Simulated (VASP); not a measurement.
# TiAl (P-6m2) in VASP: further runs

Runs on TiAl. Level: PBEsol. Tasks: single point.

All numbers are computed with VASP 6.6.1; they aren't measurements. Logs are shortened: lines on timing, memory, paths and dates and some standing lists are left out, and cuts for length are marked.

### Step 1. The cell of the first run

Symmetry: P-6m2, No. 187, hexagonal system. Conventional cell: a = 2.990 Å, b = 2.990 Å, c = 4.804 Å, α = 90.00°, β = 90.00°, γ = 120.00°. Within 3.9 Å of Ti (site symmetry -6m2) lie 6 Al at 2.96 Å and 6 Ti at 2.99 Å. Al (site symmetry -6m2) has 6 Ti at 2.96 Å and 6 Al at 2.99 Å within 3.9 Å.

### Step 2. Single point, PBEsol

INCAR reads:

```
  ALGO = Fast
  EDIFF = 1E-6
  ENCUT = 520
  GGA = PS
  ISIF = 2
  ISMEAR = 0
  LASPH = T
  LCHARG = F
  LREAL = F
  LWAVE = F
  NBANDS = 14
  NELM = 80
  PREC = Accurate
  SIGMA = 0.15
```

KPOINTS reads:

```
k-points
0
Gamma
  18 18 10
```

POSCAR reads:

```
TiAl
1.0
    2.9899000000      0.0000000000      0.0000000000
   -1.4949500000      2.5893293548      0.0000000000
    0.0000000000      0.0000000000      4.8040000000
Ti Al
1 1
Direct
    0.0000000000      0.0000000000      0.0000000000
    0.3333333333      0.6666666667      0.5000000000
```

Potentials or basis: VASP PAW PBE potentials, release 64 (Ti_sv, Al).

Started as:

```console
> cat potpaw_PBE.64/Ti_sv/POTCAR potpaw_PBE.64/Al/POTCAR > POTCAR
> mpirun -np 1 vasp_std > vasp.out
```

OUTCAR:

```text
EDIFF = 1E-6
   ENCUT = 520
   GGA = PS
   ISIF = 2
   ISMEAR = 0
   LASPH = T
   LREAL = F
   NELM = 80
   PREC = Accurate

 ion  position               nearest neighbor table
   1  0.000  0.000  0.000-   2 2.96   2 2.96   2 2.96   2 2.96   2 2.96   2 2.96
   2  0.333  0.667  0.500-   1 2.96   1 2.96   1 2.96   1 2.96   1 2.96   1 2.96

  LATTYP: Found a hexagonal cell.
 ALAT       =     2.9899000000
 C/A-ratio  =     1.6067427004

  Lattice vectors:

 A1 = (   2.9899000000,   0.0000000000,   0.0000000000)
 A2 = (  -1.4949500000,   2.5893293548,   0.0000000000)
 A3 = (   0.0000000000,   0.0000000000,   4.8040000000)

Analysis of symmetry for initial positions (statically):
=====================================================================
 Subroutine PRICEL returns:
 Original cell was already a primitive cell.

 Routine SETGRP: Setting up the symmetry group for a
 hexagonal supercell.

 Subroutine GETGRP returns: Found 12 space group operations
 (whereof 12 operations were pure point group operations)
 out of a pool of 24 trial point group operations.

The static configuration has the point symmetry D_3h.

Analysis of symmetry for dynamics (positions and initial velocities):
=====================================================================
 Subroutine PRICEL returns:
 Original cell was already a primitive cell.

 Routine SETGRP: Setting up the symmetry group for a
 hexagonal supercell.

 Subroutine GETGRP returns: Found 12 space group operations
 (whereof 12 operations were pure point group operations)
 out of a pool of 24 trial point group operations.

The dynamic configuration has the point symmetry D_3h.

 Subroutine INISYM returns: Found 12 space group operations
 (whereof 12 operations are pure point group operations),
 and found     1 'primitive' translations

----------------------------------------------------------------------------------------

                                     Primitive cell

  volume of cell :      37.1918

  direct lattice vectors                    reciprocal lattice vectors
     2.989900000  0.000000000  0.000000000     0.334459346  0.193100194  0.000000000
    -1.494950000  2.589329355  0.000000000     0.000000000  0.386200387  0.000000000
     0.000000000  0.000000000  4.804000000     0.000000000  0.000000000  0.208159867

  length of vectors
     2.989900000  2.989900000  4.804000000     0.386200387  0.386200387  0.208159867

  position of ions in fractional coordinates (direct lattice)
     0.000000000  0.000000000  0.000000000
     0.333333333  0.666666667  0.500000000

  ion indices of the primitive-cell ions
   primitive index   ion index
                 1           1
                 2           2

----------------------------------------------------------------------------------------

 KPOINTS: k-points

Automatic generation of k-mesh.
 Grid dimensions read from file:
 generate k-points for:   18   18   10

 Generating k-lattice:

  Cartesian coordinates                     Fractional coordinates (reciprocal lattice)
     0.018581075  0.010727789  0.000000000     0.055555556  0.000000000  0.000000000
     0.000000000  0.021455577  0.000000000     0.000000000  0.055555556  0.000000000
     0.000000000  0.000000000  0.020815987     0.000000000  0.000000000  0.100000000

  Length of vectors
     0.021455577  0.021455577  0.020815987

  Shift w.r.t. Gamma in fractional coordinates (k-lattice)
     0.000000000  0.000000000  0.000000000

 Subroutine IBZKPT returns following result:
 ===========================================

 Found    222 irreducible k-points:

 Following reciprocal coordinates:
            Coordinates               Weight
  0.000000  0.000000  0.000000      1.000000
  0.055556  0.000000  0.000000      6.000000
  0.111111  0.000000  0.000000      6.000000
  0.166667 -0.000000  0.000000      6.000000
  0.222222 -0.000000  0.000000      6.000000
  0.277778 -0.000000  0.000000      6.000000
[... 16 lines left out ...]
  0.333333  0.111111  0.000000     12.000000
  0.388889  0.111111  0.000000     12.000000
 [... further k-points ...]
   k-points           NKPTS =    222   k-points in BZ     NKDIM =    222   number of bands    NBANDS=     14
   number of dos      NEDOS =    301   number of ions     NIONS =      2
   total plane-waves  NPLWV =  20736
   dimension x,y,z NGX =    24 NGY =   24 NGZ =   36
   dimension x,y,z NGXF=    48 NGYF=   48 NGZF=   72
   ions per type =               1   1
   NGX,Y,Z   is equivalent  to a cutoff of  13.34, 13.34, 12.46 a.u.
   NGXF,Y,Z  is equivalent  to a cutoff of  26.69, 26.69, 24.92 a.u.
 SYSTEM =  unknown system
   PREC   = accura    normal or accurate (medium, high low for compatibility)
   ISTART =      0    job   : 0-new  1-cont  2-samecut
   ICHARG =      2    charge: 1-file 2-atom 10-const
   ISPIN  =      1    spin polarized calculation?
   LNONCOLLINEAR =      F non collinear calculations
   LSORBIT =      F    spin-orbit coupling
   LASPH  =      T    aspherical Exc in radial PAW
   ENCUT  =  520.0 eV  38.22 Ry    6.18 a.u.   5.56  5.56  8.93*2*pi/ulx,y,z
   NELM   =     80;   NELMIN=  2; NELMDL= -5     # of ELM steps
   EDIFF  = 0.1E-05   stopping-criterion for ELM
   LREAL  =      F    real-space projection
   EDIFFG = 0.1E-04   stopping-criterion for IOM
   NSW    =      0    number of steps for IOM
   IBRION =     -1    ionic relax: 0-MD 1-quasi-New 2-CG
   NFREE  =      0    steps in history (QN), initial steepest desc. (CG)
   ISIF   =      2    stress and relaxation
   ISYM   =      2    0-nonsym 1-usesym 2-fastsym
   POTIM  = 0.5000    time-step for ionic-motion
   TEBEG  =    0.0;   TEEND  =   0.0 temperature during run
   PSTRESS=    0.0 pullay stress
   NELECT =      15.0000    total number of electrons
   NUPDOWN=      -1.0000    fix difference up-down
   EMIN   =  10.00;   EMAX   =-10.00  energy-range for DOS
   EFERMI =   0.00;   METHOD = LEGACY
   ISMEAR =     0;   SIGMA  =   0.15  broadening in eV -4-tet -1-fermi 0-gaus
   EFERMI_NEDOS =   21; number of points for ismear=-14 and -15
   IALGO  =     68    algorithm
   IMIX   =      4    mixing-type and parameters
     AMIX     =   0.40;   BMIX     =  1.00
     AMIX_MAG =   1.60;   BMIX_MAG =  1.00
  volume/ion in A,a.u.               =      18.60       125.49
  Fermi-wavevector in a.u.,A,eV,Ry     =   1.209548  2.285713 19.905394  1.463005
  Thomas-Fermi vector in A             =   2.345122
   LORBIT       =      0    0 simple, 1 ext, 2 COOP (PROOUT), +10 PAW based schemes
   GGA     = PS    functional components
   LHFCALC =     F    Hartree Fock is set to
   AEXX    =    0.0000 exact exchange contribution
   IVDW    =     0    specifies the selected vdW correction
   LEPSILON=     F    determine dielectric tensor
   LRPA    =     F    only Hartree local field effects (RPA)
 non-spin polarized calculation
 RMM-DIIS sequential band-by-band and
 Gauss-broadening in eV      SIGMA  =   0.15
  energy-cutoff  :      520.00
  volume of cell :       37.19
 maximum number of plane-waves:      1032
 NGX is ok and might be reduce to    24

 number of electron      15.0000000 magnetization

 Free energy of the ion-electron system (eV)
  ---------------------------------------------------
  ext. energy  EPLUGINS =         0.00000000
  ---------------------------------------------------
  free energy    TOTEN  =       -12.75625774 eV

  energy without entropy =      -12.72457560  energy(sigma->0) =      -12.74041667

 E-fermi :   6.6946     XC(G=0): -10.5716

 val. band max:        6.6931337737   @ k =   0.3333  -0.0000   0.4000
 cond. band min:       6.6982787733   @ k =   0.3333   0.2778   0.3000
 fundamental gap:      0.0051449996
 Fermi energy:         6.6945966513

 k-point     1 :       0.0000    0.0000    0.0000
  band No.  band energies     occupation
      1     -49.8579      2.00000
      2     -26.2591      2.00000
      3     -25.9476      2.00000
      4     -25.9476      2.00000
      5      -1.6753      2.00000
      6       4.5764      2.00000
      7       5.0564      2.00000
      8       7.8200      0.00000
      9       7.8200      0.00000
     10       9.0532      0.00000
     11       9.0532      0.00000
     12      10.2134      0.00000
     13      18.4038      0.00000
     14      18.4038      0.00000

 k-point     2 :       0.0556    0.0000    0.0000
  band No.  band energies     occupation
      1     -49.8562      2.00000
      2     -26.2573      2.00000
      3     -25.9595      2.00000
      4     -25.9503      2.00000
      5      -1.6049      2.00000
      6       4.6512      2.00000
      7       5.0675      2.00000
      8       7.7576      0.00000
      9       7.8731      0.00000
     10       9.0356      0.00000
     11       9.0738      0.00000
     12      10.2272      0.00000
     13      17.2383      0.00000
     14      17.7099      0.00000

 k-point     3 :       0.1111    0.0000    0.0000
  band No.  band energies     occupation
      1     -49.8512      2.00000
      2     -26.2521      2.00000
      3     -25.9937      2.00000
      4     -25.9582      2.00000
      5      -1.3948      2.00000
      6       4.8670      2.00000
      7       5.0991      2.00000
      8       7.5851      0.00000
      9       8.0295      0.00000
     10       8.9853      0.00000
     11       9.1378      0.00000
     12      10.2660      0.00000
     13      15.5499      0.00000
     14      16.8470      0.00000
[... 324 lines left out ...]
 k-point    23 :       0.3333    0.1111    0.0000
  band No.  band energies     occupation
      1     -49.8050      2.00000
      2     -26.2804      2.00000
      3     -26.2041      2.00000
      4     -26.0535      2.00000
      5       1.7876      2.00000
      6       5.4618      2.00000
      7       5.5743      2.00000
      8       6.2619      1.99995
      9       8.1915      0.00000
     10       9.1817      0.00000
     11      10.2193      0.00000
     12      10.6515      0.00000
     13      11.4620      0.00000
     14      12.2693      0.00000

 k-point    24 :       0.3889    0.1111    0.0000
  band No.  band energies     occupation
      1     -49.8002      2.00000
      2     -26.3087      2.00000
      3     -26.1992      2.00000
      4     -26.0634      2.00000
      5       2.6938      2.00000
      6       4.7788      2.00000
      7       5.5120      2.00000
      8       6.0595      2.00000
      9       8.0929      0.00000
     10       9.3853      0.00000
     11      10.1889      0.00000
     12      10.9969      0.00000
     13      11.6895      0.00000
     14      12.3382      0.00000

 [... further k-points ...]

------------------------ aborting loop because EDIFF is reached ----------------------------------------

  FORCE on cell =-STRESS in cart. coord.  units (eV):
  Direction    XX          YY          ZZ          XY          YZ          ZX
  --------------------------------------------------------------------------------------
  -------------------------------------------------------------------------------------
  Total       -2.6341999     -2.6341999     -2.8444647      0.0000000      0.0000000      0.0000000
  in kB     -113.4781760   -113.4781760   -122.5361344      0.0000000      0.0000000      0.0000000
  external PRESSURE =    -116.4974955 kB  Pullay stress =       0.0000000 kB

 VOLUME and BASIS-vectors are now :
 -----------------------------------------------------------------------------
  energy-cutoff  :      520.00
  volume of cell :       37.19
      direct lattice vectors                 reciprocal lattice vectors
     2.989900000  0.000000000  0.000000000     0.334459346  0.193100194  0.000000000
    -1.494950000  2.589329355  0.000000000     0.000000000  0.386200387  0.000000000
     0.000000000  0.000000000  4.804000000     0.000000000  0.000000000  0.208159867

 POSITION                                       TOTAL-FORCE (eV/Angst)
 -----------------------------------------------------------------------------------
      0.00000      0.00000      0.00000        -0.000000      0.000000      0.000000
     -0.00000      1.72622      2.40200         0.000000     -0.000000      0.000000
 -----------------------------------------------------------------------------------
    total drift:                                0.000000     -0.000000      0.000000

  FREE ENERGIE OF THE ION-ELECTRON SYSTEM (eV)
  ---------------------------------------------------
  free  energy   TOTEN  =       -12.7562577411 eV

  energy  without entropy=      -12.7245756042  energy(sigma->0) =      -12.74041667
```

Run time: 2.8 min. Hardware: 1 thread of Intel Xeon Platinum 8259CL at 2.50GHz (Skylake/Cascade Lake), shared host; peak memory 0.24 GiB.

Results:

```yaml
Free_energy: -12.7563 eV
Pressure: -11.6 GPa
Band_gap_on_the_k_mesh: zero (an odd number of electrons rules out a gap without spin polarisation)
```

Levels at points of the mesh, in eV from the Fermi level:
| k point | band 4 | band 5 | band 6 | band 7 | band 8 | band 9 | band 10 | band 11 | band 12 | band 13 |
| --- | --- | --- | --- | --- | --- | --- | --- | --- | --- | --- |
| (0.00, 0.00, 0.00) | -32.64 | -8.37 | -2.12 | -1.64 | 1.13 | 1.13 | 2.36 | 2.36 | 3.52 | 11.71 |
| (0.50, 0.00, 0.00) | -32.73 | -3.47 | -2.79 | -1.29 | -0.80 | 1.81 | 3.38 | 3.56 | 3.92 | 4.82 |
| (0.00, 0.00, 0.50) | -32.64 | -7.54 | -4.98 | -0.29 | 1.14 | 1.14 | 2.29 | 2.29 | 6.61 | 9.98 |
| (0.50, 0.00, 0.50) | -32.73 | -3.40 | -2.26 | -1.63 | 0.35 | 0.88 | 1.62 | 2.62 | 3.38 | 5.71 |

Caveat: the cell stands under tension; the PAW data sets were made with another functional, which shifts forces and pressure a little.

### Step 3. Single point, PBEsol

This run uses another cell than the first one, of the same volume but with other edges.

INCAR reads:

```
SYSTEM = TiAl
PREC = Accurate ; ENCUT = 520
EDIFF = 1E-6 ; ISMEAR = 0
SIGMA = 0.15 ; LREAL = .False.
LASPH = .True. ; NELM = 60
ALGO = Normal ; ISIF = 2
LWAVE = .False. ; LCHARG = .False.
GGA = PS ; NBANDS = 14
```

KPOINTS reads:

```
Automatic mesh
0
Gamma
  18 18 10
  0 0 0
```

POSCAR reads:

```
TiAl
1.0
    2.9330000000      0.0000000000      0.0000000000
   -1.4665000000      2.5400525093      0.0000000000
    0.0000000000      0.0000000000      4.9887000000
Ti Al
1 1
Direct
    0.0000000000      0.0000000000      0.0000000000
    0.3333333333      0.6666666667      0.5000000000
```

Potentials or basis: VASP PAW PBE potentials, release 64 (Ti_sv, Al).

Started as:

```console
> cat potpaw_PBE.64/Ti_sv/POTCAR potpaw_PBE.64/Al/POTCAR > POTCAR
> mpirun -np 1 vasp_std > vasp.out
```

Run time: 72 s. Hardware: 1 thread of Intel Xeon Platinum 8259CL at 2.50GHz (Skylake/Cascade Lake), shared host; peak memory 0.25 GiB.

The run converged. Its results:

| Item | Value |
| --- | --- |
| Free energy | -12.7245 eV |
| Pressure | -11.8 GPa |
| Band gap on the k mesh | zero (an odd number of electrons rules out a gap without spin polarisation) |

Stress tensor (GPa, compression positive):
```
 -9.51   0.00   0.00
  0.00  -9.51   0.00
  0.00   0.00 -16.39
```

Levels at points of the mesh, in eV from the Fermi level:
```tsv
k point	band 4	band 5	band 6	band 7	band 8	band 9	band 10	band 11
(0.00, 0.00, 0.00)	-32.58	-8.49	-2.39	-2.04	1.16	1.16	2.50	2.50
(0.50, 0.00, 0.00)	-32.69	-3.39	-2.69	-1.34	-0.92	1.93	3.40	3.56
(0.00, 0.00, 0.50)	-32.58	-7.79	-5.09	-0.57	1.16	1.16	2.46	2.46
(0.50, 0.00, 0.50)	-32.69	-3.32	-2.34	-1.67	0.44	0.83	1.80	2.23
```

Caveat: the stress differs along the axes, from -16 to -10 GPa; the PAW data sets were made with another functional, which shifts forces and pressure a little.

### Step 4. Single point, PBEsol

This run uses another cell than the first one, of 18.70 Å³/atom.

INCAR reads:

```
ALGO = Fast
EDIFF = 1E-6
ENCUT = 520
GGA = PS
ISIF = 2
ISMEAR = 0
LASPH = T
LCHARG = F
LREAL = F
LWAVE = F
NBANDS = 14
NELM = 80
PREC = Accurate
SIGMA = 0.15
```

KPOINTS reads:

```
k-points
0
Gamma
  18 18 10
```

POSCAR reads:

```
TiAl
1.0
    2.9425000000      0.0000000000      0.0000000000
   -1.4712500000      2.5482797506      0.0000000000
    0.0000000000      0.0000000000      4.9887000000
Ti Al
1 1
Direct
    0.0000000000      0.0000000000      0.0000000000
    0.3333333333      0.6666666667      0.5000000000
```

Started as:

```console
> cat potpaw_PBE.64/Ti_sv/POTCAR potpaw_PBE.64/Al/POTCAR > POTCAR
> mpirun -np 1 vasp_std > vasp.out
```

Wall time 3.3 min (1 thread of Intel Xeon Platinum 8259CL at 2.50GHz (Skylake/Cascade Lake), shared host); peak memory 0.25 GiB.

The run converged. Its results:

| Item | Value |
| --- | --- |
| Free energy | -12.7098 eV |
| Pressure | -12.2 GPa |
| Band gap on the k mesh | zero (an odd number of electrons rules out a gap without spin polarisation) |

Stress tensor (GPa, compression positive):
```
-10.07   0.00   0.00
  0.00 -10.07   0.00
  0.00   0.00 -16.53
```

Levels at points of the mesh, in eV from the Fermi level:
```
           k point  band 5  band 6  band 7  band 8  band 9  band 10
(0.00, 0.00, 0.00)   -8.45   -2.36   -2.01    1.15    1.15     2.47
(0.50, 0.00, 0.00)   -3.38   -2.70   -1.32   -0.91    1.91     3.39
(0.00, 0.00, 0.50)   -7.75   -5.07   -0.55    1.16    1.16     2.43
(0.50, 0.00, 0.50)   -3.31   -2.33   -1.66    0.43    0.83     1.77
```

Caveat: the stress differs along the axes, from -17 to -10 GPa; the PAW data sets were made with another functional, which shifts forces and pressure a little.

### Step 5. Summary

```tsv
cell	gap on the mesh (eV)	pressure (GPa)
a = 2.990, b = 2.990, c = 4.804 Å, angles 90.0, 90.0, 120.0°, 2 atoms	none	-11.6
a = 2.933, b = 2.933, c = 4.989 Å, angles 90.0, 90.0, 120.0°, 2 atoms	none	-11.8
a = 2.942, b = 2.942, c = 4.989 Å, angles 90.0, 90.0, 120.0°, 2 atoms	none	-12.2
```

Alike in all rows: task single point; level PBEsol; potentials or basis VASP PAW PBE potentials, release 64 (Ti_sv, Al); no spin polarisation; k mesh 18 × 18 × 10; cutoff (eV) 520; smearing gaussian 0.15 eV.

Caveats: the PAW data sets were made with another functional, which shifts forces and pressure a little; the cell stands under tension (at least some runs); the stress differs along the axes, from -16 to -10 GPa (at least some runs); the stress differs along the axes, from -17 to -10 GPa (at least some runs).

Absolute energies hang on the potentials; compare differences alone.
